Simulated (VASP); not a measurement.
HfNb2CN2:

```xyz
6
Lattice="2.7336 -4.7329 0.0000 2.7336 4.7329 0.0000 0.0000 0.0000 3.1013" Properties=species:S:1:pos:R:3 pbc="T T T"
Hf    2.7336    0.0000    0.0000
Nb    2.7336    3.1525    0.0000
Nb    2.7336   -3.1525    0.0000
C     0.0000    0.0000    1.5507
N     1.3668    2.3664    1.5507
N     1.3668   -2.3664    1.5507
```

The cell was generated, and may not be a known phase.

```yaml
Program: VASP 6.6.1
Task: relaxation of cell and atoms
Functional: PBE
Potentials_or_basis: VASP PAW PBE potentials, release 64 (Hf_pv, Nb_sv, C, N)
Cutoff: 600 eV
k_mesh: 4 × 4 × 6
Occupations: gaussian, width 0.1 eV
Spin: no spin polarisation
```

At the start: pressure -13.2 GPa; volume 13.37 Å³/atom.

Where does the relaxation end?

Over 12 steps the energy falls by 112.6 meV/atom and the volume is 12.67 Å³/atom (-5.3 %); space group Cmmm (No. 65, to 0.1 Å) before and after.

Step by step:
```
step  energy change (eV)  largest force (eV/Å)  pressure (GPa)  volume (Å³)
   1              0.0000                0.3342          -13.24        80.25
   2              0.6949                0.0492           40.46        67.68
   3             -0.5621                0.3325            2.66        74.97
   4             -0.5644                0.3320            3.69        74.69
   5             -0.6418                0.0778           -1.02        76.71
   6             -0.6428                0.0284           -0.62        76.51
   7             -0.6617                0.2175           -0.33        76.33
   8             -0.6692                0.3485            0.14        76.06
   9             -0.6753                0.0063           -0.22        76.11
  10             -0.6753                0.0289           -0.20        76.10
  11             -0.6752                0.0021            0.55        75.92
  12             -0.6756                0.0172            0.18        76.02
```

Final structure:
```xyz
6
Lattice="2.6185 -4.9847 0.0000 2.6185 4.9847 0.0000 0.0000 0.0000 2.9120" Properties=species:S:1:pos:R:3 pbc="T T T"
Hf    2.6185    0.0000    0.0000
Nb    2.6185    3.3134    0.0000
Nb    2.6185   -3.3134    0.0000
C     0.0000    0.0000    1.4560
N     1.3093    2.4923    1.4560
N     1.3093   -2.4923    1.4560
```
